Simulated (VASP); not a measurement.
# ZnSe (F-43m) in VASP: single point with HSE06

Aim: the single point of ZnSe with HSE06.

Program: VASP 6.6.1. These are calculated values, not measurements. Logs are shortened: lines on timing, memory, paths and dates and some standing lists are left out, and cuts for length are marked.

### 1 The cell of the first run

It takes space group F-43m (No. 216, cubic). Conventional cell: a = 5.495 Å, b = 5.495 Å, c = 5.495 Å, α = 90.00°, β = 90.00°, γ = 90.00°. Zn (site symmetry -43m) has 4 Se at 2.38 Å within 3.1 Å. Within 3.1 Å of Se (site symmetry -43m) lie 4 Zn at 2.38 Å.

### 2 Single point, HSE06 (strain -3.0%)

POSCAR

```
ZnSe
1.0
    0.0000000000      2.7474480639      2.7474480639
    2.7474480639      0.0000000000      2.7474480639
    2.7474480639      2.7474480639      0.0000000000
Zn Se
1 1
Direct
    0.0000000000      0.0000000000      0.0000000000
    0.2500000000      0.2500000000      0.2500000000
```

INCAR.step1

```
PREC = Accurate
ENCUT = 520
EDIFF = 1E-5
ISMEAR = 0
SIGMA = 0.01
LREAL = False
LASPH = True
NELM = 60
ALGO = Normal
ISIF = 2
LWAVE = True
NBANDS = 16
GGA = PE
```

INCAR.step2

```
PREC = Accurate
ENCUT = 520
EDIFF = 1E-6
ISMEAR = 0
SIGMA = 0.01
LREAL = False
LASPH = True
NELM = 60
ALGO = Normal
ISIF = 2
LWAVE = False
LCHARG = True
GGA = PE
LHFCALC = True
HFSCREEN = 0.2079
PRECFOCK = Normal
LELF = True
LVHAR = True
NBANDS = 16
ISTART = 1
```

KPOINTS

```
regular mesh
0
Gamma
  6 6 6
```

Potentials or basis: VASP PAW PBE potentials, release 64 (Zn, Se).

Started as:

```bash
cat potpaw_PBE.64/Zn/POTCAR potpaw_PBE.64/Se/POTCAR > POTCAR
cp INCAR.step1 INCAR
mpirun -np 1 vasp_std > vasp.out
cp INCAR.step2 INCAR
mpirun -np 1 vasp_std > vasp.out
```

OUTCAR:

```text
PREC = Accurate
   ENCUT = 520
   EDIFF = 1E-6
   ISMEAR = 0
   LREAL = False
   LASPH = True
   NELM = 60
   ISIF = 2
   GGA = PE
   LHFCALC = True
   HFSCREEN = 0.2079
   PRECFOCK = Normal
   ISTART = 1

 ion  position               nearest neighbor table
   1  0.000  0.000  0.000-   2 2.38   2 2.38   2 2.38   2 2.38
   2  0.250  0.250  0.250-   1 2.38   1 2.38   1 2.38   1 2.38

  LATTYP: Found a face centered cubic cell.
 ALAT       =     5.4948961278

  Lattice vectors:

 A1 = (   0.0000000000,   2.7474480639,   2.7474480639)
 A2 = (   2.7474480639,   0.0000000000,   2.7474480639)
 A3 = (   2.7474480639,   2.7474480639,   0.0000000000)

Analysis of symmetry for initial positions (statically):
=====================================================================
 Subroutine PRICEL returns:
 Original cell was already a primitive cell.

 Routine SETGRP: Setting up the symmetry group for a
 face centered cubic supercell.

 Subroutine GETGRP returns: Found 24 space group operations
 (whereof 24 operations were pure point group operations)
 out of a pool of 48 trial point group operations.

The static configuration has the point symmetry T_d .

Analysis of symmetry for dynamics (positions and initial velocities):
=====================================================================
 Subroutine PRICEL returns:
 Original cell was already a primitive cell.

 Routine SETGRP: Setting up the symmetry group for a
 face centered cubic supercell.

 Subroutine GETGRP returns: Found 24 space group operations
 (whereof 24 operations were pure point group operations)
 out of a pool of 48 trial point group operations.

The dynamic configuration has the point symmetry T_d .

 Subroutine INISYM returns: Found 24 space group operations
 (whereof 24 operations are pure point group operations),
 and found     1 'primitive' translations

----------------------------------------------------------------------------------------

                                     Primitive cell

  volume of cell :      41.4781

  direct lattice vectors                    reciprocal lattice vectors
     0.000000000  2.747448064  2.747448064    -0.181987062  0.181987062  0.181987062
     2.747448064  0.000000000  2.747448064     0.181987062 -0.181987062  0.181987062
[... 82 lines left out ...]
   ISIF   =      2    stress and relaxation
   ISYM   =      3    0-nonsym 1-usesym 2-fastsym
   POTIM  = 0.5000    time-step for ionic-motion
   TEBEG  =    0.0;   TEEND  =   0.0 temperature during run
   PSTRESS=    0.0 pullay stress
   NELECT =      18.0000    total number of electrons
   NUPDOWN=      -1.0000    fix difference up-down
   EMIN   =  10.00;   EMAX   =-10.00  energy-range for DOS
   EFERMI =   0.00;   METHOD = LEGACY
   ISMEAR =     0;   SIGMA  =   0.01  broadening in eV -4-tet -1-fermi 0-gaus
   EFERMI_NEDOS =   21; number of points for ismear=-14 and -15
   IALGO  =     38    algorithm
   IMIX   =      1    mixing-type and parameters
     AMIX     =   0.40;   BMIX     =  1.00
     AMIX_MAG =   1.60;   BMIX_MAG =  1.00
  volume/ion in A,a.u.               =      20.74       139.95
  Fermi-wavevector in a.u.,A,eV,Ry     =   1.239442  2.342206 20.901491  1.536216
  Thomas-Fermi vector in A             =   2.373925
   LORBIT       =      0    0 simple, 1 ext, 2 COOP (PROOUT), +10 PAW based schemes
   GGA     = PE    functional components
   LHFCALC =     T    Hartree Fock is set to
   PRECFOCK=normal    Normal, Fast or Accurate (Low or Medium for compatibility)
   ENCUT4O =  -1.0   cutoff for four orbital integrals eV
   NKREDX  =     1    reduce k-point grid by
   NKREDY  =     1    reduce k-point grid by
   NKREDZ  =     1    reduce k-point grid by
   AEXX    =    0.2500 exact exchange contribution
   HFSCREEN=    0.2079 screening length (either q_TF or 0.3 A-1)
   HFSCREENC=   0.2079 screening length for correlation (either q_TF or 0.3 A-1)
   ENCUTFOCK=  -1.0 apply spherical cutoff to Coloumb kernel
   IVDW    =     0    specifies the selected vdW correction
   LEPSILON=     F    determine dielectric tensor
   LRPA    =     F    only Hartree local field effects (RPA)
 non-spin polarized calculation
 Gauss-broadening in eV      SIGMA  =   0.01
  energy-cutoff  :      520.00
  volume of cell :       41.48
 maximum number of plane-waves:      1139
 NGX is ok and might be reduce to    30
  NGX = 24; NGY = 24; NGZ = 24

 number of electron      17.9999997 magnetization

 Free energy of the ion-electron system (eV)
  ---------------------------------------------------
  ext. energy  EPLUGINS =         0.00000000
  ---------------------------------------------------
  free energy    TOTEN  =        -7.30716842 eV

  energy without entropy =       -7.30716842  energy(sigma->0) =       -7.30716842

 E-fermi :   1.8502     XC(G=0):  -8.0741

 val. band max:        1.7879651558   @ k =   0.0000   0.0000   0.0000
 cond. band min:       4.6247401814   @ k =   0.0000   0.0000   0.0000
 fundamental gap:      2.8367750256
 Fermi energy:         1.8501526268

 k-point     1 :       0.0000    0.0000    0.0000
  band No.  band energies     occupation
      1     -13.2675      2.00000
      2      -6.7251      2.00000
      3      -6.7251      2.00000
      4      -6.7251      2.00000
      5      -6.3111      2.00000
      6      -6.3111      2.00000
[... 281 lines left out ...]
      3      -6.4902      2.00000
      4      -6.3966      2.00000
      5      -6.2942      2.00000
      6      -5.9161      2.00000
[... 8 lines left out ...]
     15      17.5929      0.00000
     16      17.9137      0.00000

------------------------ aborting loop because EDIFF is reached ----------------------------------------

  FORCE on cell =-STRESS in cart. coord.  units (eV):
  Direction    XX          YY          ZZ          XY          YZ          ZX
  --------------------------------------------------------------------------------------
  -------------------------------------------------------------------------------------
  Total        2.2748944      2.2748944      2.2748944      0.0000000      0.0000000      0.0000000
  in kB       87.8725755     87.8725755     87.8725755      0.0000000      0.0000000      0.0000000
  external PRESSURE =      87.8725755 kB  Pullay stress =       0.0000000 kB

 VOLUME and BASIS-vectors are now :
 -----------------------------------------------------------------------------
  energy-cutoff  :      520.00
  volume of cell :       41.48
      direct lattice vectors                 reciprocal lattice vectors
     0.000000000  2.747448064  2.747448064    -0.181987062  0.181987062  0.181987062
     2.747448064  0.000000000  2.747448064     0.181987062 -0.181987062  0.181987062
     2.747448064  2.747448064  0.000000000     0.181987062  0.181987062 -0.181987062

 POSITION                                       TOTAL-FORCE (eV/Angst)
 -----------------------------------------------------------------------------------
      0.00000      0.00000      0.00000        -0.000000      0.000000      0.000000
      1.37372      1.37372      1.37372         0.000000     -0.000000     -0.000000
 -----------------------------------------------------------------------------------
    total drift:                               -0.000107     -0.000071     -0.000073

  FREE ENERGIE OF THE ION-ELECTRON SYSTEM (eV)
  ---------------------------------------------------
  free  energy   TOTEN  =        -7.3071684243 eV

  energy  without entropy=       -7.3071684243  energy(sigma->0) =       -7.30716842
```

OUTCAR.step1:

```text
PREC = Accurate
   ENCUT = 520
   EDIFF = 1E-5
   ISMEAR = 0
   LREAL = False
[... 516 lines left out ...]
      0.00000      0.00000      0.00000         0.000000      0.000000      0.000000
      1.37372      1.37372      1.37372        -0.000000     -0.000000     -0.000000
 -----------------------------------------------------------------------------------
    total drift:                                0.000001      0.000001      0.000000

  FREE ENERGIE OF THE ION-ELECTRON SYSTEM (eV)
  ---------------------------------------------------
  free  energy   TOTEN  =        -5.8668605589 eV

  energy  without entropy=       -5.8668605589  energy(sigma->0) =       -5.86686056
```

OSZICAR.step1:

```text
N       E                     dE             d eps       ncg     rms          rms(c)
DAV:   1     0.854170379844E+02    0.85417E+02   -0.89432E+03   512   0.129E+03
DAV:   2    -0.106364311475E+01   -0.86481E+02   -0.80827E+02   560   0.249E+02
DAV:   3    -0.612213957636E+01   -0.50585E+01   -0.50431E+01   648   0.598E+01
DAV:   4    -0.616051159083E+01   -0.38372E-01   -0.38369E-01   624   0.555E+00
DAV:   5    -0.616068578379E+01   -0.17419E-03   -0.17419E-03   664   0.339E-01    0.568E+00
DAV:   6    -0.588910950152E+01    0.27158E+00   -0.53906E-01   720   0.254E+01    0.425E+00
DAV:   7    -0.586702628598E+01    0.22083E-01   -0.17305E-01   592   0.384E+00    0.178E+00
DAV:   8    -0.586662349037E+01    0.40280E-03   -0.50204E-03   680   0.895E-01    0.487E-01
DAV:   9    -0.586676422734E+01   -0.14074E-03   -0.12485E-03   576   0.274E-01    0.635E-02
DAV:  10    -0.586687917646E+01   -0.11495E-03   -0.28128E-04   624   0.147E-01    0.292E-02
DAV:  11    -0.586685997126E+01    0.19205E-04   -0.55272E-05   656   0.794E-02    0.804E-03
DAV:  12    -0.586686055894E+01   -0.58768E-06   -0.70620E-06   328   0.175E-02
   1 F= -.58668606E+01 E0= -.58668606E+01  d E =-.729596E-37
```

Wall time 55 min (1 thread of Intel Xeon 8259CL, shared host); peak memory 0.29 GiB.

Results:

* Free energy: -7.3072 eV
* Pressure: 8.8 GPa
* Band gap on the k mesh: 2.84 eV

Levels at points of the mesh, in eV from the valence-band top:
| k point | band 5 | band 6 | band 7 | band 8 | band 9 | band 10 | band 11 | band 12 | band 13 | band 14 |
| --- | --- | --- | --- | --- | --- | --- | --- | --- | --- | --- |
| (0.00, 0.00, 0.00) | -8.10 | -8.10 | 0.00 | 0.00 | 0.00 | 2.84 | 6.92 | 6.92 | 6.92 | 11.71 |
| (0.50, 0.00, 0.00) | -8.08 | -7.87 | -6.21 | -1.07 | -1.07 | 3.83 | 7.47 | 7.47 | 9.96 | 12.92 |
| (0.50, 0.50, 0.00) | -8.04 | -7.82 | -5.64 | -2.69 | -2.69 | 3.63 | 4.46 | 12.97 | 13.51 | 13.51 |

Caveat: the cell differs from its parent crystal (strain -3.0%); the cell stands under pressure; the PAW data sets were made with another functional, which shifts forces and pressure a little.
